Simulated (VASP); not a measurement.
Wanted: the native input for a VASP 6.6.1 run.

- Task: single point
- Functional: r2SCAN
- Potentials or basis: VASP PAW PBE potentials, release 64 (Ir_sv_GW)
- Cutoff: 620 eV
- k mesh: 24 × 24 × 24
- Occupations: gaussian, width 0.15 eV
- Spin: no spin polarisation
- Dipole correction: no
- Further INCAR settings: ALGO = Normal; EDIFF = 1e-06; NBANDS = 14

Ir:

```
CELL_PARAMETERS angstrom
0.00000 2.21613 1.44049
2.21613 0.00000 1.44049
2.21613 2.21613 0.00000
ATOMIC_POSITIONS crystal
Ir 0.00000 0.00000 0.00000
```

This cell differs from its parent crystal: ratio of the length along z to the lengths across it x 0.65, volume and fractional coordinates fixed.

One way to write it, as run:

POSCAR

```
Ir
1.0
    0.0000000000      2.2161317680      1.4404856492
    2.2161317680      0.0000000000      1.4404856492
    2.2161317680      2.2161317680      0.0000000000
Ir
1
Direct
    0.0000000000      0.0000000000      0.0000000000
```

INCAR.step1

```
SYSTEM = Ir
PREC = Accurate
ENCUT = 620
ISMEAR = 0
SIGMA = 0.15
LREAL = .FALSE.
LASPH = .TRUE.
NELM = 120
NBANDS = 14
GGA = PE
ALGO = Normal
EDIFF = 1E-5
LWAVE = .TRUE.
LCHARG = .FALSE.
GGA_COMPAT = .FALSE.
```

INCAR.step2

```
SYSTEM = Ir
PREC = Accurate
ENCUT = 620
EDIFF = 1E-6
ISMEAR = 0
SIGMA = 0.15
LREAL = .FALSE.
LASPH = .TRUE.
NELM = 120
ALGO = Normal
ISIF = 2
LWAVE = .FALSE.
LCHARG = .FALSE.
METAGGA = R2SCAN
LMIXTAU = .TRUE.
NBANDS = 14
ISTART = 1
GGA_COMPAT = .FALSE.
```

KPOINTS

```
regular mesh
0
G
  24 24 24
  0 0 0
```

Potentials or basis: VASP PAW PBE potentials, release 64 (Ir_sv_GW).

The run is started by

```bash
$ cat potpaw_PBE.64/Ir_sv_GW/POTCAR > POTCAR
$ cp INCAR.step1 INCAR
$ mpirun -np 1 vasp_std > vasp.out
$ cp INCAR.step2 INCAR
$ mpirun -np 1 vasp_std > vasp.out
```

It gave:

* Pressure: 11.7 GPa
* Band gap on the k mesh: zero (an odd number of electrons rules out a gap without spin polarisation)

Caveat: the stress differs along the axes, from -15 to 25 GPa; the PAW data sets were made with another functional, which shifts forces and pressure a little; spin-orbit coupling is left out, which moves the levels of the heavy elements.

It took 6 min on 1 thread of Intel(R) Xeon(R) 6975P-C (Granite Rapids) (shared host), peak memory 0.4 GiB.
